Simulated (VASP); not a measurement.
# TiO2 (I4_1/amd) in VASP: notebook

Aim: see how the results for TiO2 move with the level of theory and the settings. Levels: PBE, r2SCAN. Tasks: single point.

Everything below comes from runs of VASP 6.6.1. Logs are shortened: lines on timing, memory, paths and dates and some standing lists are left out, and cuts for length are marked.

## Step 1: The cell of the first run

It takes space group I4_1/amd (No. 141, tetragonal). Conventional cell: a = 3.785 Å, b = 3.785 Å, c = 9.514 Å, α = 90.00°, β = 90.00°, γ = 90.00°. Ti (site symmetry -4m2) has 6 O at 1.94 to 1.97 Å within 2.6 Å. Within 2.6 Å of O (site symmetry 2mm) lie 3 Ti at 1.94 to 1.97 Å and 2 O at 2.45 Å.

## Step 2: Single point, PBE, collinear spin

Contents of INCAR:

```
PREC = Accurate
ENCUT = 520
EDIFF = 1E-6
ISMEAR = 0
SIGMA = 0.1
LREAL = F
LASPH = T
NELM = 150
ALGO = Normal
ISIF = 2
LWAVE = F
LCHARG = F
ISPIN = 2
MAGMOM = 1 1 0 0 0 0
LORBIT = 11
LMAXMIX = 4
GGA = PE
NBANDS = 37
```

Contents of KPOINTS:

```
Automatic mesh
0
Gamma
  6 6 6
```

Contents of POSCAR:

```
TiO2
1.0
   -1.8925000400      1.8925000400      4.7569999700
    1.8925000400     -1.8925000400      4.7569999700
    1.8925000400      1.8925000400     -4.7569999700
Ti O
2 4
Direct
    0.0000000000      0.0000000000      0.0000000000
    0.7500000000      0.2500000000      0.5000000000
    0.2066000000      0.2066000000      0.0000000000
    0.9566000000      0.4566000000      0.5000000000
    0.5434000000      0.0434000000      0.5000000000
    0.7934000000      0.7934000000      0.0000000000
```

Potentials or basis: VASP PAW PBE potentials, release 64 (Ti_sv, O).

Launch:

```console
$ cat potpaw_PBE.64/Ti_sv/POTCAR potpaw_PBE.64/O/POTCAR > POTCAR
$ mpirun -np 1 vasp_std > vasp.out
```

OUTCAR:

```text
PREC = Accurate
   ENCUT = 520
   EDIFF = 1E-6
   ISMEAR = 0
   LREAL = F
   LASPH = T
   NELM = 150
   ISIF = 2
   ISPIN = 2
   LORBIT = 11
   GGA = PE

 ion  position               nearest neighbor table
   1  0.000  0.000  0.000-   5 1.94   4 1.94   5 1.94   4 1.94   3 1.97   6 1.97
   2  0.750  0.250  0.500-   6 1.94   3 1.94   6 1.94   3 1.94   4 1.97   5 1.97
   3  0.207  0.207  0.000-   2 1.94   2 1.94   1 1.97
   4  0.957  0.457  0.500-   1 1.94   1 1.94   2 1.97
   5  0.543  0.043  0.500-   1 1.94   1 1.94   2 1.97
   6  0.793  0.793  0.000-   2 1.94   2 1.94   1 1.97

  LATTYP: Found a body centered tetragonal cell.
 ALAT       =     3.7850000800
 C/A-ratio  =     2.5136062718

  Lattice vectors:

 A1 = (  -1.8925000400,   1.8925000400,   4.7569999700)
 A2 = (   1.8925000400,  -1.8925000400,   4.7569999700)
 A3 = (   1.8925000400,   1.8925000400,  -4.7569999700)

Analysis of symmetry for initial positions (statically):
=====================================================================
 Subroutine PRICEL returns:
 Original cell was already a primitive cell.

 Routine SETGRP: Setting up the symmetry group for a
 body centered tetragonal supercell.

 Subroutine GETGRP returns: Found 16 space group operations
 (whereof  8 operations were pure point group operations)
 out of a pool of 16 trial point group operations.

The static configuration has the point symmetry D_2d.
 The point group associated with its full space group is D_4h.

Analysis of symmetry for dynamics (positions and initial velocities):
=====================================================================
 Subroutine PRICEL returns:
 Original cell was already a primitive cell.

 Routine SETGRP: Setting up the symmetry group for a
 body centered tetragonal supercell.

 Subroutine GETGRP returns: Found 16 space group operations
 (whereof  8 operations were pure point group operations)
 out of a pool of 16 trial point group operations.

The dynamic configuration has the point symmetry D_2d.
 The point group associated with its full space group is D_4h.

Analysis of structural, dynamic, and magnetic symmetry:
=====================================================================
 Subroutine PRICEL returns:
 Original cell was already a primitive cell.

 Routine SETGRP: Setting up the symmetry group for a
 body centered tetragonal supercell.

 Subroutine GETGRP returns: Found 16 space group operations
 (whereof  8 operations were pure point group operations)
 out of a pool of 16 trial point group operations.

The overall configuration has the point symmetry D_2d.
 The point group associated with its full space group is D_4h.

 Subroutine INISYM returns: Found 16 space group operations
 (whereof  8 operations are pure point group operations),
 and found     1 'primitive' translations

----------------------------------------------------------------------------------------

                                     Primitive cell

  volume of cell :      68.1499

  direct lattice vectors                    reciprocal lattice vectors
    -1.892500040  1.892500040  4.756999970     0.000000000  0.264200787  0.105108262
     1.892500040 -1.892500040  4.756999970     0.264200787  0.000000000  0.105108262
     1.892500040  1.892500040 -4.756999970     0.264200787  0.264200787  0.000000000

  length of vectors
     5.458219629  5.458219629  5.458219629     0.284340997  0.284340997  0.373636336

  position of ions in fractional coordinates (direct lattice)
     0.000000000  0.000000000  0.000000000
     0.750000000  0.250000000  0.500000000
     0.206600000  0.206600000  0.000000000
     0.956600000  0.456600000  0.500000000
     0.543400000  0.043400000  0.500000000
     0.793400000  0.793400000  0.000000000

  ion indices of the primitive-cell ions
   primitive index   ion index
                 1           1
                 2           2
                 3           3
                 4           4
                 5           5
                 6           6

----------------------------------------------------------------------------------------

 KPOINTS: Automatic mesh

Automatic generation of k-mesh.
 Grid dimensions read from file:
 generate k-points for:    6    6    6

 Generating k-lattice:

  Cartesian coordinates                     Fractional coordinates (reciprocal lattice)
     0.000000000  0.044033465  0.017518044     0.166666667  0.000000000  0.000000000
     0.044033465  0.000000000  0.017518044     0.000000000  0.166666667  0.000000000
     0.044033465  0.044033465  0.000000000     0.000000000  0.000000000  0.166666667

  Length of vectors
     0.047390166  0.047390166  0.062272723

  Shift w.r.t. Gamma in fractional coordinates (k-lattice)
     0.000000000  0.000000000  0.000000000

 Subroutine IBZKPT returns following result:
 ===========================================

 Found     30 irreducible k-points:

 Following reciprocal coordinates:
[... 83 lines left out ...]
 cond. band min:       5.5137306704   @ k =   0.0000   0.0000   0.0000
 fundamental gap:      2.1989139401
 Fermi energy:         3.9713936825

 spin component 1

 k-point     1 :       0.0000    0.0000    0.0000
  band No.  band energies     occupation
      1     -52.9791      1.00000
      2     -52.9179      1.00000
      3     -29.4566      1.00000
      4     -29.2056      1.00000
      5     -29.2056      1.00000
      6     -29.1327      1.00000
[... 28 lines left out ...]
     35      10.9228      0.00000
     36      15.4534      0.00000

 k-point     2 :       0.1667   -0.0000    0.0000
  band No.  band energies     occupation
      1     -52.9756      1.00000
      2     -52.9204      1.00000
      3     -29.4489      1.00000
      4     -29.2395      1.00000
      5     -29.2080      1.00000
      6     -29.1458      1.00000
[... 28 lines left out ...]
     35      11.4438      0.00000
     36      15.4204      0.00000
[... 817 lines left out ...]
     35      12.5324      0.00000
     36      14.4562      0.00000

 k-point    24 :      -0.1667   -0.3333    0.1667
  band No.  band energies     occupation
      1     -52.9683      1.00000
      2     -52.9278      1.00000
      3     -29.4035      1.00000
      4     -29.2545      1.00000
      5     -29.2177      1.00000
      6     -29.1397      1.00000
[... 28 lines left out ...]
     35      11.7715      0.00000
     36      14.6487      0.00000

 [... further k-points ...]

 spin component 2

 k-point     1 :       0.0000    0.0000    0.0000
  band No.  band energies     occupation
      1     -52.9792      1.00000
      2     -52.9180      1.00000
      3     -29.4567      1.00000
      4     -29.2056      1.00000
      5     -29.2056      1.00000
      6     -29.1328      1.00000
[... 28 lines left out ...]
     35      10.9229      0.00000
     36      15.4534      0.00000

 k-point     2 :       0.1667   -0.0000    0.0000
  band No.  band energies     occupation
      1     -52.9756      1.00000
      2     -52.9204      1.00000
      3     -29.4489      1.00000
      4     -29.2396      1.00000
      5     -29.2081      1.00000
      6     -29.1459      1.00000
[... 28 lines left out ...]
     35      11.4439      0.00000
     36      15.4204      0.00000
[... 817 lines left out ...]
     35      12.5325      0.00000
     36      14.4562      0.00000

 k-point    24 :      -0.1667   -0.3333    0.1667
  band No.  band energies     occupation
      1     -52.9683      1.00000
      2     -52.9278      1.00000
      3     -29.4036      1.00000
      4     -29.2545      1.00000
      5     -29.2178      1.00000
      6     -29.1397      1.00000
[... 28 lines left out ...]
     35      11.7715      0.00000
     36      14.6488      0.00000

 [... further k-points ...]

 [bands above 36 left out]

------------------------ aborting loop because EDIFF is reached ----------------------------------------

  FORCE on cell =-STRESS in cart. coord.  units (eV):
  Direction    XX          YY          ZZ          XY          YZ          ZX
  --------------------------------------------------------------------------------------
  -------------------------------------------------------------------------------------
  Total        2.2207709      2.2207709      4.0114848      0.0000000      0.0000000      0.0000000
  in kB       52.2094854     52.2094854     94.3084914      0.0000000      0.0000000      0.0000000
  external PRESSURE =      66.2424874 kB  Pullay stress =       0.0000000 kB

 VOLUME and BASIS-vectors are now :
 -----------------------------------------------------------------------------
  energy-cutoff  :      520.00
  volume of cell :       68.15
      direct lattice vectors                 reciprocal lattice vectors
    -1.892500040  1.892500040  4.756999970     0.000000000  0.264200787  0.105108262
     1.892500040 -1.892500040  4.756999970     0.264200787  0.000000000  0.105108262
     1.892500040  1.892500040 -4.756999970     0.264200787  0.264200787  0.000000000

 POSITION                                       TOTAL-FORCE (eV/Angst)
 -----------------------------------------------------------------------------------
      0.00000      0.00000      0.00000         0.000000      0.000000     -0.000000
     -0.00000      1.89250      2.37850         0.000000      0.000000      0.000000
      0.00000      0.00000      1.96559        -0.000000      0.000000      0.360229
      0.00000      1.89250      4.34409         0.000000     -0.000000      0.360229
      0.00000      1.89250      0.41291         0.000000     -0.000000     -0.360229
      0.00000      0.00000      7.54841        -0.000000      0.000000     -0.360229
 -----------------------------------------------------------------------------------
    total drift:                               -0.000000     -0.000000     -0.000000

  FREE ENERGIE OF THE ION-ELECTRON SYSTEM (eV)
  ---------------------------------------------------
  free  energy   TOTEN  =       -53.8129705440 eV

  energy  without entropy=      -53.8129705440  energy(sigma->0) =      -53.81297054

 total charge

# of ion       s       p       d       tot
------------------------------------------
    1        2.227   6.303   1.756  10.286
    2        2.227   6.303   1.756  10.286
    3        1.573   3.510   0.000   5.082
    4        1.573   3.510   0.000   5.082
    5        1.573   3.510   0.000   5.082
    6        1.573   3.510   0.000   5.082
--------------------------------------------------
tot         10.744  26.645   3.512  40.902

 magnetization (x)

# of ion       s       p       d       tot
------------------------------------------
    1       -0.000   0.000  -0.000  -0.000
    2       -0.000   0.000  -0.000  -0.000
    3       -0.000  -0.000   0.000  -0.000
    4       -0.000  -0.000   0.000  -0.000
    5       -0.000  -0.000   0.000  -0.000
    6       -0.000  -0.000   0.000  -0.000
--------------------------------------------------
tot         -0.000  -0.000  -0.000  -0.000
```

Wall time 9 min (1 thread of Intel Xeon 8259CL, shared host); peak memory 0.37 GiB.

Results:

```
Free energy                                           : -53.8130 eV
Pressure                                              : 6.6 GPa
Largest force                                         : 0.360 eV/Å
Band gap on the k mesh                                : 2.20 eV (least direct gap 2.46 eV)
Net moment                                            : 0.00 μB per cell
Valence electrons inside the program's atomic spheres : Ti 10.29; O 5.08
```

Forces on the atoms (eV/Å):
```
Ti   0.000  0.000  0.000
Ti   0.000  0.000  0.000
O    0.000  0.000  0.360
O    0.000  0.000  0.360
O    0.000  0.000 -0.360
O    0.000  0.000 -0.360
```

Stress tensor (GPa, compression positive):
```
5.22 0.00 0.00
0.00 5.22 0.00
0.00 0.00 9.43
```

Caveat: the cell stands under pressure.

## Step 3: Single point, PBE, collinear spin

This run uses another cell than the first one, of 11.65 Å³/atom.

Contents of INCAR:

```
ALGO = Normal
EDIFF = 1E-6
ENCUT = 520
GGA = PE
ISIF = 2
ISMEAR = 0
ISPIN = 2
LASPH = True
LCHARG = False
LMAXMIX = 4
LORBIT = 11
LREAL = False
LWAVE = False
MAGMOM = 1 1 0 0 0 0
NBANDS = 37
NELM = 150
PREC = Accurate
SIGMA = 0.1
```

Contents of KPOINTS:

```
k-points
0
Gamma
  6 6 6
```

Contents of POSCAR:

```
TiO2
1.0
   -1.8996011307      1.8996011307      4.8410374313
    1.8996011307     -1.8996011307      4.8410374313
    1.8996011307      1.8996011307     -4.8410374313
Ti O
2 4
Direct
    0.0000000000      0.0000000000      0.0000000000
    0.7500000000      0.2500000000      0.5000000000
    0.2066699341      0.2066699341      0.0000000000
    0.9566699341      0.4566699341      0.5000000000
    0.5433300659      0.0433300659      0.5000000000
    0.7933300659      0.7933300659      0.0000000000
```

Potentials or basis: VASP PAW PBE potentials, release 64 (Ti_sv, O).

Launch:

```console
$ cat potpaw_PBE.64/Ti_sv/POTCAR potpaw_PBE.64/O/POTCAR > POTCAR
$ mpirun -np 1 vasp_std > vasp.out
```

It took 11 min on 1 thread of Intel Xeon 8259CL, shared host; peak memory 0.37 GiB.

Results (log left out):

```
Free energy                                           : -53.8642 eV
Pressure                                              : 1.0 GPa
Largest force                                         : 0.020 eV/Å
Band gap on the k mesh                                : 2.15 eV (least direct gap 2.42 eV)
Net moment                                            : 0.00 μB per cell
Valence electrons inside the program's atomic spheres : Ti 10.23; O 5.07
```

Forces in eV/Å, atoms in the order of the input:
```
Ti   0.000  0.000  0.000
Ti   0.000  0.000  0.000
O    0.000  0.000  0.020
O    0.000  0.000  0.020
O    0.000  0.000 -0.020
O    0.000  0.000 -0.020
```

Stress tensor (GPa, compression positive):
```
0.89 0.00 0.00
0.00 0.89 0.00
0.00 0.00 1.08
```

Levels at points of the mesh, in eV from the valence-band top:
Spin up:
```csv
k point,band 21,band 22,band 23,band 24,band 25,band 26,band 27,band 28
"(0.00, 0.00, 0.00)",-0.74,-0.74,-0.37,-0.37,2.15,2.82,4.00,4.00
"(0.50, 0.00, 0.00)",-1.84,-0.84,-0.80,-0.59,3.23,3.51,3.55,3.58
"(0.50, 0.50, 0.00)",-1.94,-1.94,0.00,0.00,3.26,3.26,3.74,3.74
"(0.50, 0.50, 0.50)",-1.19,-1.19,-0.05,-0.05,2.48,2.48,3.74,3.74
```
Spin down:
```csv
k point,band 22,band 23,band 24,band 25,band 26,band 27
"(0.00, 0.00, 0.00)",-0.74,-0.37,-0.37,2.15,2.82,4.00
"(0.50, 0.00, 0.00)",-0.84,-0.80,-0.59,3.23,3.51,3.55
"(0.50, 0.50, 0.00)",-1.94,0.00,0.00,3.26,3.26,3.74
"(0.50, 0.50, 0.50)",-1.19,-0.05,-0.05,2.48,2.48,3.74
```

## Step 4: Single point, r2SCAN

This run uses another cell than the first one, of 11.66 Å³/atom.

Contents of POSCAR:

```
TiO2
1.0
   -1.8998053829      1.8998053829      4.8479185338
    1.8998053829     -1.8998053829      4.8479185338
    1.8998053829      1.8998053829     -4.8479185338
Ti O
2 4
Direct
    0.0000000000      0.0000000000      0.0000000000
    0.7500000000      0.2500000000      0.5000000000
    0.2065089473      0.2065089473      0.0000000000
    0.9565089473      0.4565089473      0.5000000000
    0.5434910527      0.0434910527      0.5000000000
    0.7934910527      0.7934910527      0.0000000000
```

Contents of INCAR.step1:

```
SYSTEM = TiO2
ALGO     = Normal         ! electronic algorithm
EDIFF    = 1E-4           ! SCF threshold, eV
ENCUT    = 520            ! plane-wave cutoff, eV
GGA      = PE             ! functional
ISMEAR   = 0              ! smearing method
LASPH    = .True.         ! aspherical terms in the spheres
LCHARG   = .False.        ! write CHGCAR
LREAL    = .False.        ! projectors in reciprocal space
LWAVE    = .True.         ! write WAVECAR
NBANDS   = 33             ! bands
NELM     = 80             ! most SCF steps
PREC     = Accurate       ! precision mode
SIGMA    = 0.02           ! smearing width, eV
```

Contents of INCAR.step2:

```
SYSTEM = TiO2
ALGO     = Normal         ! electronic algorithm
EDIFF    = 1E-6           ! SCF threshold, eV
ENCUT    = 520            ! plane-wave cutoff, eV
ISIF     = 2              ! what is computed and relaxed
ISMEAR   = 0              ! smearing method
ISTART   = 1            
LASPH    = .True.         ! aspherical terms in the spheres
LCHARG   = .True.         ! write CHGCAR
LELF     = .True.         ! ELF
LMIXTAU  = .True.       
LREAL    = .False.        ! projectors in reciprocal space
LVHAR    = .True.       
LWAVE    = .False.        ! write WAVECAR
METAGGA  = R2SCAN         ! meta-GGA
NBANDS   = 33             ! bands
NELM     = 80             ! most SCF steps
PREC     = Accurate       ! precision mode
SIGMA    = 0.02           ! smearing width, eV
```

Contents of KPOINTS:

```
k-points
0
Gamma
  10 10 10
  0 0 0
```

Launch:

```console
$ cat potpaw_PBE.64/Ti_sv/POTCAR potpaw_PBE.64/O/POTCAR > POTCAR
$ cp INCAR.step1 INCAR
$ mpirun -np 1 vasp_std > vasp.out
$ cp INCAR.step2 INCAR
$ mpirun -np 1 vasp_std > vasp.out
```

Wall time 53 min (1 thread of Intel Xeon 8259CL, shared host); peak memory 0.4 GiB.

The run converged. Its results:

```yaml
Free_energy: -69.8485 eV
Pressure: -3.5 GPa
Largest_force: 0.060 eV/Å
Band_gap_on_the_k_mesh: 2.53 eV (least direct gap 2.84 eV)
```

Forces in eV/Å, atoms in the order of the input:
```
Ti   0.000  0.000  0.000
Ti   0.000  0.000  0.000
O    0.000  0.000 -0.060
O    0.000  0.000 -0.060
O    0.000  0.000  0.060
O    0.000  0.000  0.060
```

Stress tensor (GPa, compression positive):
```
-3.33  0.00  0.00
 0.00 -3.33  0.00
 0.00  0.00 -3.96
```

Levels at points of the mesh, in eV from the valence-band top:
| k point | band 22 | band 23 | band 24 | band 25 | band 26 | band 27 |
| --- | --- | --- | --- | --- | --- | --- |
| (0.00, 0.00, 0.00) | -0.81 | -0.43 | -0.43 | 2.53 | 3.20 | 4.39 |
| (0.50, 0.00, 0.00) | -0.90 | -0.88 | -0.67 | 3.61 | 3.86 | 3.93 |
| (0.50, 0.50, 0.00) | -2.01 | -0.04 | -0.04 | 3.63 | 3.63 | 4.09 |
| (0.50, 0.50, 0.50) | -1.27 | -0.11 | -0.11 | 2.86 | 2.86 | 4.13 |

Caveat: the cell stands under tension; the PAW data sets were made with another functional, which shifts forces and pressure a little.

## Step 5: Overview

| level | spin | cell | k mesh | smearing | gap on the mesh (eV) | pressure (GPa) | moment (μB) | largest force (eV/Å) |
| --- | --- | --- | --- | --- | --- | --- | --- | --- |
| PBE | collinear | a = 5.458 Å, angles 139.4, 139.4, 58.7°, 6 atoms, atomic positions A | 6 × 6 × 6 | gaussian 0.1 eV | 2.20 | 6.6 | 0.00 | 0.36 |
| PBE | collinear | a = 5.536 Å, angles 139.9, 139.9, 58.1°, 6 atoms, atomic positions B | 6 × 6 × 6 | gaussian 0.1 eV | 2.15 | 1.0 | 0.00 | 0.02 |
| r2SCAN | off | a = 5.543 Å, angles 139.9, 139.9, 58.0°, 6 atoms, atomic positions C | 10 × 10 × 10 | gaussian 0.02 eV | 2.53 | -3.5 | - | 0.06 |

Alike in all rows: task single point; potentials or basis VASP PAW PBE potentials, release 64 (Ti_sv, O); cutoff (eV) 520.

Caveats: the cell stands under pressure (at least some runs); the cell stands under tension (at least some runs); the PAW data sets were made with another functional, which shifts forces and pressure a little (at least some runs).

Total energies depend on the potentials used, so only differences within one code and one set of settings carry meaning.
